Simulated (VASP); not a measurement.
Runs of VASP 6.6.1 on N. The structure is that of space group P4_2/mnm (No. 136), or close to it. The cells are those of the table. 

```tsv
cell	gap on the mesh (eV)	pressure (GPa)	largest force (eV/Å)
a = 4.057, b = 4.057, c = 5.310 Å, 4 atoms	6.87	2.9	2.09
a = 4.015, b = 4.015, c = 5.255 Å, 4 atoms	6.93	(a)	4.08
a = 4.138, b = 4.138, c = 5.416 Å, 4 atoms	(b)	-1.6	1.32
a = 4.098, b = 4.098, c = 5.364 Å, 4 atoms	(c)	0.5	0.30
a = 4.177, b = 4.177, c = 5.468 Å, 4 atoms	6.69	(d)	2.77
```

Alike in all rows: task single point; level PBEsol; potentials or basis VASP PAW PBE potentials, release 64 (N); no spin polarisation; k mesh 6 × 6 × 4; cutoff (eV) 520; smearing gaussian 0.01 eV.

Question: Estimate the missing entries.

Answer: (a) 5.8; (b) 6.75; (c) 6.81; (d) -3.5.

Caveats: the standard files for N, O and F lose accuracy on very short bonds; the PAW data sets were made with another functional, which shifts forces and pressure a little.

A k mesh can miss the band edges.
